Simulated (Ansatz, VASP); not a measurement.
## Au in VASP and in Ansatz

```
Au
1.0
     1.41131   -2.55593    0.00000
     1.41131    2.55593    0.00000
     0.00000    0.00000    4.89317
Au
2
Direct
  0.66533 0.33467 0.25000
  0.33467 0.66533 0.75000
```

Alike in both runs: task single point; functional r2SCAN; k mesh 8 × 8 × 4; occupations gaussian, width 0.1 eV; no spin polarisation.

```csv
,VASP,Ansatz
version,VASP 6.6.1,Ansatz 0.2.0
potentials or method,"VASP PAW PBE potentials, release 64 (Au), cutoff 520 eV","scalar-relativistic, plane waves, PAW"
valence electrons in the cell,22,38
```

```csv
,VASP,Ansatz,Ansatz less VASP
gap on the k mesh at the Fermi level (eV),none,none,-
pressure (GPa),0.4,0.2,-0.26
"traceless stress, the component that is largest in VASP (GPa)",2.08,2.11,+0.021
rms of the force components (eV/Å),0.005,0.005,-0.0005
```

VASP's potentials were made for PBE, not for r2SCAN. Atom by atom the forces differ by 0.001 eV/Å (rms over components). A gap of «none» marks a metal or a gap that the smearing closes. VASP's potentials hold 22 valence electrons a cell and Ansatz's 38, so a difference there can come from the potentials and not from the codes.

Spin-orbit coupling is off throughout.
